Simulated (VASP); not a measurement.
A run of VASP 6.6.1 is set up as follows.

The input POSCAR:

```
Ga
1.0
    0.0000000000      2.1035687955      2.1035687955
    2.1035687955      0.0000000000      2.1035687955
    2.1035687955      2.1035687955      0.0000000000
Ga
1
Direct
    0.0000000000      0.0000000000      0.0000000000
```

The input INCAR.step1:

```
ALGO = Normal
EDIFF = 1E-5
ENCUT = 520
GGA = PE
ISIF = 2
ISMEAR = 0
LASPH = True
LREAL = False
LWAVE = True
NBANDS = 12
NELM = 100
PREC = Accurate
SIGMA = 0.05
```

File INCAR.step2:

```
ALGO = Normal
EDIFF = 1E-6
ENCUT = 520
GGA = PE
HFSCREEN = 0.2079
ISIF = 2
ISMEAR = 0
ISTART = 1
LASPH = True
LCHARG = True
LELF = True
LHFCALC = True
LREAL = False
LVHAR = True
LWAVE = False
NBANDS = 12
NELM = 100
PREC = Accurate
PRECFOCK = Normal
SIGMA = 0.05
```

The input KPOINTS:

```
k-points
0
Gamma
  8 8 8
```

Potentials or basis: VASP PAW PBE potentials, release 64 (Ga_d).

The run is started by

```console
$ cat potpaw_PBE.64/Ga_d/POTCAR > POTCAR
$ cp INCAR.step1 INCAR
$ mpirun -np 1 vasp_std > vasp.out
$ cp INCAR.step2 INCAR
$ mpirun -np 1 vasp_std > vasp.out
```

(1) Predict the pressure.

(2) Predict the band gap on the k mesh.

Answers

(1) 0.3 GPa.

(2) zero (an odd number of electrons rules out a gap without spin polarisation).

Caveat: the PAW data sets were made with another functional, which shifts forces and pressure a little.
